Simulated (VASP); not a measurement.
# WS2 in VASP: further runs

Runs on WS2. Level: PBE+D3(BJ). Tasks: single point.

Everything below comes from runs of VASP 6.6.1. Logs are shortened: lines on timing, memory, paths and dates and some standing lists are left out, and cuts for length are marked.

**1. The cell of the first run**

The cell holds a slab with vacuum, 3 atoms: a = 3.161 Å, b = 3.161 Å, c = 21.119 Å, α = 90.00°, β = 90.00°, γ = 120.00°.

**2. Single point, PBE+D3(BJ)**

The input, INCAR:

```
ALGO = Normal ; DIPOL = 0.5 0.5 0.500
EDIFF = 1E-7 ; ENCUT = 520
GGA = PE ; IDIPOL = 3
ISIF = 2 ; ISMEAR = 0
IVDW = 12 ; LASPH = T
LCHARG = F ; LDIPOL = T
LREAL = F ; LWAVE = F
NBANDS = 20 ; NELM = 80
PREC = Accurate ; SIGMA = 0.05
```

The input, KPOINTS:

```
k-points
0
Gamma
  12 12 1
```

The input, POSCAR:

```
WS2
1.0
    3.1605923464     -0.0000000029      0.0000000000
   -1.5802961707      2.7371532645      0.0000000000
    0.0000000000      0.0000000000     21.1191467855
S W
2 1
Direct
    0.6666666667      0.3333333333      0.4253843301
    0.6666666667      0.3333333333      0.5746083594
    0.3333333333      0.6666666667      0.4999956205
```

Potentials or basis: VASP PAW PBE potentials, release 64 (S, W_sv).

Command:

```
> cat potpaw_PBE.64/S/POTCAR potpaw_PBE.64/W_sv/POTCAR > POTCAR
> mpirun -np 1 vasp_std > vasp.out
```

OUTCAR:

```text
EDIFF = 1E-7
   ENCUT = 520
   GGA = PE
   ISIF = 2
   ISMEAR = 0
   IVDW = 12
   LASPH = T
   LREAL = F
   NELM = 80
   PREC = Accurate
 IVDW          = 12

 ion  position               nearest neighbor table
   1  0.667  0.333  0.425-   3 2.41   3 2.41   3 2.41
   2  0.667  0.333  0.575-   3 2.41   3 2.41   3 2.41
   3  0.333  0.667  0.500-   1 2.41   1 2.41   1 2.41   2 2.41   2 2.41   2 2.41

  LATTYP: Found a hexagonal cell.
 ALAT       =     3.1605923464
 C/A-ratio  =     6.6820217449

  Lattice vectors:

 A1 = (   3.1605923464,  -0.0000000029,   0.0000000000)
 A2 = (  -1.5802961707,   2.7371532645,   0.0000000000)
 A3 = (   0.0000000000,   0.0000000000,  21.1191467855)

Analysis of symmetry for initial positions (statically):
=====================================================================
 Subroutine PRICEL returns:
 Original cell was already a primitive cell.

 Routine SETGRP: Setting up the symmetry group for a
 hexagonal supercell.

 Subroutine GETGRP returns: Found 12 space group operations
 (whereof  6 operations were pure point group operations)
 out of a pool of 24 trial point group operations.

The static configuration has the point symmetry C_3v.
 The point group associated with its full space group is D_3h.

Analysis of symmetry for dynamics (positions and initial velocities):
=====================================================================
 Subroutine PRICEL returns:
 Original cell was already a primitive cell.

 Routine SETGRP: Setting up the symmetry group for a
 hexagonal supercell.

 Subroutine GETGRP returns: Found 12 space group operations
 (whereof  6 operations were pure point group operations)
 out of a pool of 24 trial point group operations.

The dynamic configuration has the point symmetry C_3v.
 The point group associated with its full space group is D_3h.

 Subroutine INISYM returns: Found 12 space group operations
 (whereof  6 operations are pure point group operations),
 and found     1 'primitive' translations

----------------------------------------------------------------------------------------

                                     Primitive cell

  volume of cell :     182.7023

  direct lattice vectors                    reciprocal lattice vectors
     3.160592346 -0.000000003  0.000000000     0.316396387  0.182671539  0.000000000
    -1.580296171  2.737153264  0.000000000     0.000000000  0.365343079  0.000000000
     0.000000000  0.000000000 21.119146785     0.000000000  0.000000000  0.047350398

  length of vectors
     3.160592346  3.160592346 21.119146785     0.365343079  0.365343079  0.047350398

  position of ions in fractional coordinates (direct lattice)
     0.666666667  0.333333333  0.425384330
     0.666666667  0.333333333  0.574608359
     0.333333333  0.666666667  0.499995621

  ion indices of the primitive-cell ions
   primitive index   ion index
                 1           1
                 2           2
                 3           3

----------------------------------------------------------------------------------------

 KPOINTS: k-points

Automatic generation of k-mesh.
 Grid dimensions read from file:
 generate k-points for:   12   12    1

 Generating k-lattice:

  Cartesian coordinates                     Fractional coordinates (reciprocal lattice)
     0.026366366  0.015222628  0.000000000     0.083333333 -0.000000000  0.000000000
     0.000000000  0.030445257  0.000000000     0.000000000  0.083333333  0.000000000
     0.000000000  0.000000000  0.047350398     0.000000000  0.000000000  1.000000000

  Length of vectors
     0.030445257  0.030445257  0.047350398

  Shift w.r.t. Gamma in fractional coordinates (k-lattice)
     0.000000000  0.000000000  0.000000000

 Subroutine IBZKPT returns following result:
 ===========================================

 Found     19 irreducible k-points:

 Following reciprocal coordinates:
            Coordinates               Weight
  0.000000  0.000000  0.000000      1.000000
  0.083333 -0.000000  0.000000      6.000000
  0.166667 -0.000000  0.000000      6.000000
  0.250000 -0.000000  0.000000      6.000000
  0.333333 -0.000000  0.000000      6.000000
  0.416667 -0.000000  0.000000      6.000000
[... 11 lines left out ...]
  0.333333  0.250000  0.000000     12.000000
  0.333333  0.333333  0.000000      2.000000
   k-points           NKPTS =     19   k-points in BZ     NKDIM =     19   number of bands    NBANDS=     20
   number of dos      NEDOS =    301   number of ions     NIONS =      3
   total plane-waves  NPLWV =  92160
   dimension x,y,z NGX =    24 NGY =   24 NGZ =  160
   dimension x,y,z NGXF=    48 NGYF=   48 NGZF=  320
   ions per type =               2   1
   NGX,Y,Z   is equivalent  to a cutoff of  12.62, 12.62, 12.59 a.u.
   NGXF,Y,Z  is equivalent  to a cutoff of  25.25, 25.25, 25.19 a.u.
 SYSTEM =  unknown system
   PREC   = accura    normal or accurate (medium, high low for compatibility)
   ISTART =      0    job   : 0-new  1-cont  2-samecut
   ICHARG =      2    charge: 1-file 2-atom 10-const
   ISPIN  =      1    spin polarized calculation?
   LNONCOLLINEAR =      F non collinear calculations
   LSORBIT =      F    spin-orbit coupling
   LASPH  =      T    aspherical Exc in radial PAW
   ENCUT  =  520.0 eV  38.22 Ry    6.18 a.u.   5.88  5.88 39.27*2*pi/ulx,y,z
   NELM   =     80;   NELMIN=  2; NELMDL= -5     # of ELM steps
   EDIFF  = 0.1E-06   stopping-criterion for ELM
   LREAL  =      F    real-space projection
   EDIFFG = 0.1E-05   stopping-criterion for IOM
   NSW    =      0    number of steps for IOM
   IBRION =     -1    ionic relax: 0-MD 1-quasi-New 2-CG
   NFREE  =      0    steps in history (QN), initial steepest desc. (CG)
   ISIF   =      2    stress and relaxation
   ISYM   =      2    0-nonsym 1-usesym 2-fastsym
   POTIM  = 0.5000    time-step for ionic-motion
   TEBEG  =    0.0;   TEEND  =   0.0 temperature during run
   PSTRESS=    0.0 pullay stress
   NELECT =      26.0000    total number of electrons
   NUPDOWN=      -1.0000    fix difference up-down
   EMIN   =  10.00;   EMAX   =-10.00  energy-range for DOS
   EFERMI =   0.00;   METHOD = LEGACY
   ISMEAR =     0;   SIGMA  =   0.05  broadening in eV -4-tet -1-fermi 0-gaus
   EFERMI_NEDOS =   21; number of points for ismear=-14 and -15
   IALGO  =     38    algorithm
   IMIX   =      4    mixing-type and parameters
     AMIX     =   0.40;   BMIX     =  1.00
     AMIX_MAG =   1.60;   BMIX_MAG =  1.00
  volume/ion in A,a.u.               =      60.90       410.98
  Fermi-wavevector in a.u.,A,eV,Ry     =   0.854708  1.615165  9.939415  0.730526
  Thomas-Fermi vector in A             =   1.971346
   LORBIT       =      0    0 simple, 1 ext, 2 COOP (PROOUT), +10 PAW based schemes
   GGA     = PE    functional components
   LHFCALC =     F    Hartree Fock is set to
   AEXX    =    0.0000 exact exchange contribution
   IVDW    =    12    specifies the selected vdW correction
   LEPSILON=     F    determine dielectric tensor
   LRPA    =     F    only Hartree local field effects (RPA)
 non-spin polarized calculation
 Gauss-broadening in eV      SIGMA  =   0.05
  energy-cutoff  :      520.00
  volume of cell :      182.70
 maximum number of plane-waves:      4952
 NGX is ok and might be reduce to    24
   NGX = 11   NGY = 11   NGZ = 79

 dipolmoment           0.000000      0.000000      0.000000 electrons x Angstroem

 number of electron      25.9999998 magnetization

 dipolmoment           0.000000      0.000000     -0.000209 electrons x Angstroem

 Free energy of the ion-electron system (eV)
  ---------------------------------------------------
  ext. energy  EPLUGINS =         0.00000000
  ---------------------------------------------------
  free energy    TOTEN  =       -23.66664038 eV

  energy without entropy =      -23.66664038  energy(sigma->0) =      -23.66664038

 E-fermi :  -1.6124     XC(G=0):  -3.6797

 val. band max:       -2.0129042480   @ k =   0.3333   0.3333   0.0000
 cond. band min:      -0.0944153736   @ k =   0.3333   0.3333   0.0000
 fundamental gap:      1.9184888744
 Fermi energy:        -1.6124053923

 k-point     1 :       0.0000    0.0000    0.0000
  band No.  band energies     occupation
      1     -76.0219      2.00000
      2     -40.2723      2.00000
      3     -40.0998      2.00000
      4     -40.0998      2.00000
      5     -16.8318      2.00000
      6     -15.2078      2.00000
[... 12 lines left out ...]
     19       3.3082      0.00000
     20       3.6082      0.00000

 k-point     2 :       0.0833   -0.0000    0.0000
  band No.  band energies     occupation
      1     -76.0206      2.00000
      2     -40.2679      2.00000
      3     -40.1242      2.00000
      4     -40.1055      2.00000
      5     -16.7146      2.00000
      6     -15.1637      2.00000
[... 12 lines left out ...]
     19       3.4489      0.00000
     20       3.9565      0.00000

 k-point     3 :       0.1667   -0.0000    0.0000
  band No.  band energies     occupation
      1     -76.0172      2.00000
      2     -40.2559      2.00000
      3     -40.1905      2.00000
      4     -40.1209      2.00000
      5     -16.3805      2.00000
      6     -15.0384      2.00000
[... 12 lines left out ...]
     19       3.8555      0.00000
     20       4.5296      0.00000

 k-point     4 :       0.2500   -0.0000    0.0000
  band No.  band energies     occupation
      1     -76.0126      2.00000
      2     -40.2798      2.00000
      3     -40.2394      2.00000
      4     -40.1419      2.00000
      5     -15.8831      2.00000
      6     -14.8540      2.00000
[... 314 lines left out ...]
 k-point    18 :       0.3333    0.2500    0.0000
  band No.  band energies     occupation
      1     -76.0018      2.00000
      2     -40.3933      2.00000
      3     -40.2871      2.00000
      4     -40.2003      2.00000
      5     -14.4117      2.00000
      6     -14.2921      2.00000
[... 12 lines left out ...]
     19       5.7633      0.00000
     20       7.1129      0.00000

 k-point    19 :       0.3333    0.3333    0.0000
  band No.  band energies     occupation
      1     -76.0011      2.00000
      2     -40.3648      2.00000
      3     -40.3306      2.00000
      4     -40.1981      2.00000
      5     -14.3152      2.00000
      6     -14.2477      2.00000
[... 12 lines left out ...]
     19       5.1419      0.00000
     20       7.3228      0.00000

------------------------ aborting loop because EDIFF is reached ----------------------------------------

 vacuum level on the upper side and lower side of the slab       (xc-potential included)        -0.081        -0.076

 Edisp (eV)   -0.93001

 E8    (eV) :    -0.4181

  FORCE on cell =-STRESS in cart. coord.  units (eV):
  Direction    XX          YY          ZZ          XY          YZ          ZX
  --------------------------------------------------------------------------------------
  -------------------------------------------------------------------------------------
  Total      -0.04853    -0.04853    -0.02736     0.00000     0.00000     0.00000
  in kB      -0.42557    -0.42557    -0.23997     0.00000     0.00000     0.00000
  external pressure =       -0.36 kB  Pullay stress =        0.00 kB

 VOLUME and BASIS-vectors are now :
 -----------------------------------------------------------------------------
  energy-cutoff  :      520.00
  volume of cell :      182.70
      direct lattice vectors                 reciprocal lattice vectors
     3.160592346 -0.000000003  0.000000000     0.316396387  0.182671539  0.000000000
    -1.580296171  2.737153264  0.000000000     0.000000000  0.365343079  0.000000000
     0.000000000  0.000000000 21.119146785     0.000000000  0.000000000  0.047350398

 POSITION                                       TOTAL-FORCE (eV/Angst)
 -----------------------------------------------------------------------------------
      1.58030      0.91238      8.98375        -0.000000      0.000000     -0.001685
      1.58030      0.91238     12.13524        -0.000000      0.000000      0.001685
      0.00000      1.82477     10.55948         0.000000     -0.000000     -0.000000
 -----------------------------------------------------------------------------------
    total drift:                               -0.000000      0.000000     -0.030864

  FREE ENERGIE OF THE ION-ELECTRON SYSTEM (eV)
  ---------------------------------------------------
  free  energy   TOTEN  =       -24.5966553452 eV

  energy  without entropy=      -24.5966553452  energy(sigma->0) =      -24.59665535

 vacuum level on the upper side and lower side of the slab         3.579         3.583
```

Run time: 94 s. Hardware: 1 thread of AMD EPYC 7R43 (Zen 3), shared host; peak memory 0.28 GiB.

Results:

```
Free energy                : -24.5967 eV
Band gap on the k mesh     : 1.92 eV
Dispersion energy per atom : -0.310 eV
```

Levels at points of the mesh, in eV from the valence-band top:
| k point | band 11 | band 12 | band 13 | band 14 | band 15 | band 16 |
| --- | --- | --- | --- | --- | --- | --- |
| (0.00, 0.00, 0.00) | -1.57 | -1.57 | -0.14 | 2.93 | 2.93 | 3.07 |
| (0.50, 0.00, 0.00) | -2.21 | -1.22 | -0.96 | 2.95 | 3.37 | 4.06 |

Caveat: spin-orbit coupling is left out, which moves the levels of the heavy elements.

**3. Single point, PBE+D3(BJ)**

This run uses another cell than the first one.

The input, INCAR:

```
SYSTEM = WS2
PREC     = Accurate       ! precision mode
ENCUT    = 520            ! plane-wave cutoff, eV
EDIFF    = 1E-7           ! SCF threshold, eV
ISMEAR   = 0              ! smearing method
SIGMA    = 0.05           ! smearing width, eV
LREAL    = .False.        ! projectors in reciprocal space
LASPH    = .True.         ! aspherical terms in the spheres
NELM     = 60             ! most SCF steps
ALGO     = Normal         ! electronic algorithm
ISIF     = 2              ! what is computed and relaxed
LWAVE    = .False.        ! write WAVECAR
LCHARG   = .True.         ! write CHGCAR
LDIPOL   = .True.       
IDIPOL   = 3            
DIPOL    = 0.5 0.5 0.500
GGA      = PE             ! functional
IVDW     = 12             ! dispersion correction
LELF     = .True.         ! ELF
LVHAR    = .True.       
LVACPOTAV= .True.       
NBANDS   = 20             ! bands
```

The input, KPOINTS:

```
regular mesh
0
Gamma
  12 12 1
  0 0 0
```

The input, POSCAR:

```
WS2
1.0
    3.1829541700      0.0000000000      0.0000000000
   -1.5914770800      2.7565191700      0.0000000000
    0.0000000000      0.0000000000     21.1191467855
S W
2 1
Direct
    0.6666666700      0.3333333400      0.4261535796
    0.6666666700      0.3333333400      0.5738464204
    0.3333333300      0.6666666600      0.4999883100
```

Potentials or basis: VASP PAW PBE potentials, release 64 (S, W_sv).

Command:

```
> cat potpaw_PBE.64/S/POTCAR potpaw_PBE.64/W_sv/POTCAR > POTCAR
> mpirun -np 1 vasp_std > vasp.out
```

Wall time 99 s (1 thread of AMD EPYC 7R43 (Zen 3), shared host); peak memory 0.28 GiB.

Results (log left out):

```
Free energy                : -24.5900 eV
Largest force              : 0.170 eV/Å
Band gap on the k mesh     : 1.80 eV
Dispersion energy per atom : -0.306 eV
```

Forces on the atoms (eV/Å):
```
S    0.000  0.000 -0.170
S    0.000  0.000  0.162
W    0.000  0.000  0.008
```

Levels at points of the mesh, in eV from the valence-band top:
| k point | band 11 | band 12 | band 13 | band 14 | band 15 | band 16 |
| --- | --- | --- | --- | --- | --- | --- |
| (0.00, 0.00, 0.00) | -1.65 | -1.65 | 0.00 | 2.90 | 2.90 | 3.08 |
| (0.50, 0.00, 0.00) | -2.11 | -1.30 | -0.92 | 2.85 | 3.32 | 4.09 |

Caveat: spin-orbit coupling is left out, which moves the levels of the heavy elements.
